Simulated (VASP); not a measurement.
Write the native input for VASP 6.6.1 that does the following.

- Task: single point
- Functional: PBE
- Potentials or basis: VASP PAW PBE potentials, release 64 (Si, Ge_d, O_h)
- Cutoff: 1340 eV
- k mesh: 4 × 4 × 4
- Occupations: gaussian, width 0.1 eV
- Spin: no spin polarisation
- Dipole correction: no
- Further INCAR settings: ALGO = Normal; EDIFF = 1e-06; NBANDS = 30

The structure of SiGeO4 lies in POSCAR:

```
SiGeO4
1.0
    0.0000000000      3.8627339777      3.8627339777
    3.8627339777      0.0000000000      3.8627339777
    3.8627339777      3.8627339777      0.0000000000
Si Ge O
1 1 4
Direct
    0.2500000000      0.2500000000      0.2500000000
    0.5000000000      0.5000000000      0.5000000000
    0.3707341805      0.8877974586      0.3707341805
    0.3707341805      0.3707341805      0.3707341805
    0.8877974586      0.3707341805      0.3707341805
    0.3707341805      0.3707341805      0.8877974586
```

The cell was generated, and may not be a known phase.

The input as run:

INCAR

```
PREC     = Accurate       # precision mode
ENCUT    = 1340           # plane-wave cutoff, eV
EDIFF    = 1E-6           # SCF threshold, eV
ISMEAR   = 0              # smearing method
SIGMA    = 0.1            # smearing width, eV
LREAL    = F              # projectors in reciprocal space
LASPH    = T              # aspherical terms in the spheres
NELM     = 120            # most SCF steps
ALGO     = Normal         # electronic algorithm
ISIF     = 2              # what is computed and relaxed
LWAVE    = F              # write WAVECAR
LCHARG   = T              # write CHGCAR
GGA      = PE             # functional
LELF     = T              # ELF
LVHAR    = T            
NBANDS   = 30             # bands
GGA_COMPAT= F
```

KPOINTS

```
regular mesh
0
Gamma
  4 4 4
```

Potentials or basis: VASP PAW PBE potentials, release 64 (Si, Ge_d, O_h).

The run is started by

```console
$ cat potpaw_PBE.64/Si/POTCAR potpaw_PBE.64/Ge_d/POTCAR potpaw_PBE.64/O_h/POTCAR > POTCAR
$ mpirun -np 1 vasp_std > vasp.out
```

It gave:

```json
{"Pressure": "-0.1 GPa", "Largest force": "0.089 eV/Å", "Band gap on the k mesh": "4.06 eV"}
```

Run time: 3.6 min on 1 thread of Intel(R) Xeon(R) Platinum 8259CL CPU @ 2.50GHz (Skylake/Cascade Lake), with other jobs on the host, peak memory 0.7 GiB.
